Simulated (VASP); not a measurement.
BeCd: relaxation of cell and atoms with PBE

BeCd:

```
CELL_PARAMETERS angstrom
4.87732 0.00000 0.00000
0.00000 4.87732 0.00000
0.00000 0.00000 4.87732
ATOMIC_POSITIONS crystal
Be 0.13400 0.13400 0.13400
Be 0.36600 0.86600 0.63400
Be 0.63400 0.36600 0.86600
Be 0.86600 0.63400 0.36600
Cd 0.84450 0.84450 0.84450
Cd 0.65550 0.15550 0.34450
Cd 0.34450 0.65550 0.15550
Cd 0.15550 0.34450 0.65550
```

| Item | Value |
| --- | --- |
| Program | VASP 6.6.1 |
| Task | relaxation of cell and atoms |
| Functional | PBE |
| Potentials or basis | VASP PAW PBE potentials, release 64 (Be, Cd) |
| Cutoff | 600 eV |
| k mesh | 4 × 4 × 4 |
| Occupations | gaussian, width 0.1 eV |
| Spin | no spin polarisation |
| Dipole correction | no |
| Further INCAR settings | ALGO = Fast; EDIFF = 1e-06; IBRION = 2; EDIFFG = -0.04; NSW = 90; ISIF = 3 |

```yaml
Relaxed_volume: 15.28 Å³/atom
Relaxed_cell: a = 4.963 Å, b = 4.963 Å, c = 4.963 Å, α = 90.00°, β = 90.00°, γ = 90.00°
Space_group_after_relaxing_to_0.05_Å: P2_13 (No. 198)
Energy_gained_by_relaxing: 20.1 meV/atom
Ionic_steps: 7
Pressure_after_relaxing: -0.1 GPa
Largest_force_after_relaxing: 0.029 eV/Å
Band_gap_on_the_k_mesh: zero (band 28 reaches 5.92 eV, above the bottom of band 29 at 3.61 eV)
```

Forces in eV/Å, atoms in the order of the input:
```
Be  -0.008 -0.008 -0.008
Be   0.008  0.008 -0.008
Be  -0.008  0.008  0.008
Be   0.008 -0.008  0.008
Cd   0.017  0.017  0.017
Cd  -0.017 -0.017  0.017
Cd   0.017 -0.017 -0.017
Cd  -0.017  0.017 -0.017
```

The path:
```tsv
step	energy change (eV)	largest force (eV/Å)	pressure (GPa)	volume (Å³)
1	0.0000	0.4663	5.08	116.02
2	-0.1257	0.2326	-0.83	123.91
3	-0.1266	0.2484	-0.45	123.27
4	-0.1398	0.1927	-0.35	122.94
5	-0.1596	0.0474	0.13	121.93
6	-0.1599	0.0431	0.19	121.80
7	-0.1605	0.0290	-0.13	122.28
```

Final structure:
```yaml
crystal:
  lattice:
    - [4.96344, 0.00000, 0.00000]
    - [0.00000, 4.96344, 0.00000]
    - [0.00000, 0.00000, 4.96344]
  atoms:
    - { symbol: Be, position: [0.14323, 0.14323, 0.14323] }
    - { symbol: Be, position: [0.35677, 0.85677, 0.64323] }
    - { symbol: Be, position: [0.64323, 0.35677, 0.85677] }
    - { symbol: Be, position: [0.85677, 0.64323, 0.35677] }
    - { symbol: Cd, position: [0.84701, 0.84701, 0.84701] }
    - { symbol: Cd, position: [0.65299, 0.15299, 0.34701] }
    - { symbol: Cd, position: [0.34701, 0.65299, 0.15299] }
    - { symbol: Cd, position: [0.15299, 0.34701, 0.65299] }
```

Levels at points of the mesh, in eV from the Fermi level:
```csv
k point,band 24,band 25,band 26,band 27,band 28,band 29,band 30,band 31,band 32,band 33
"(0.00, 0.00, 0.00)",-3.82,-3.07,-3.07,-3.07,1.67,1.67,2.07,2.07,2.07,2.36
"(0.50, 0.00, 0.00)",-3.01,-1.96,-1.96,-1.79,-1.79,-0.64,-0.64,3.20,3.20,3.47
"(0.50, 0.50, 0.00)",-6.50,-1.34,-1.34,-1.29,-1.29,0.70,0.70,0.81,0.81,4.74
"(0.50, 0.50, 0.50)",-5.30,-4.59,-4.59,-4.59,-4.59,4.75,4.75,4.75,4.75,4.82
```

It took 2.6 min on 1 thread of Intel(R) Xeon(R) Platinum 8375C CPU @ 2.90GHz (Ice Lake) (shared host), peak memory 0.26 GiB.
